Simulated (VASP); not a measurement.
Input of a VASP 6.6.1 run:

INCAR

```
PREC = Accurate
ENCUT = 520
EDIFF = 1E-6
ISMEAR = -1
SIGMA = 0.05
LREAL = False
LASPH = True
NELM = 100
ALGO = Normal
ISIF = 2
LWAVE = False
LCHARG = False
GGA = PE
NBANDS = 26
```

The input KPOINTS:

```
regular mesh
0
Gamma
  9 9 13
```

File POSCAR:

```
In
1.0
    4.0759353473      0.0000000000      0.0000000000
   -2.0379676737      3.5298635549      0.0000000000
    0.0000000000      0.0000000000      2.4338768129
In
3
Direct
    0.0000000000      0.0000000000      0.0000000000
    0.3333333333      0.6666666667      0.5000000000
    0.6666666667      0.3333333333      0.5000000000
```

Potentials or basis: VASP PAW PBE potentials, release 64 (In_d).

Command:

```console
$ cat potpaw_PBE.64/In_d/POTCAR > POTCAR
$ mpirun -np 1 vasp_std > vasp.out
```

(1) What does it give for the band gap on the k mesh?

(2) Predict the pressure.

Answers

(1) zero (an odd number of electrons rules out a gap without spin polarisation).

(2) 281.7 GPa.

Caveat: the cell stands under pressure; spin-orbit coupling is left out, which moves the levels of the heavy elements.
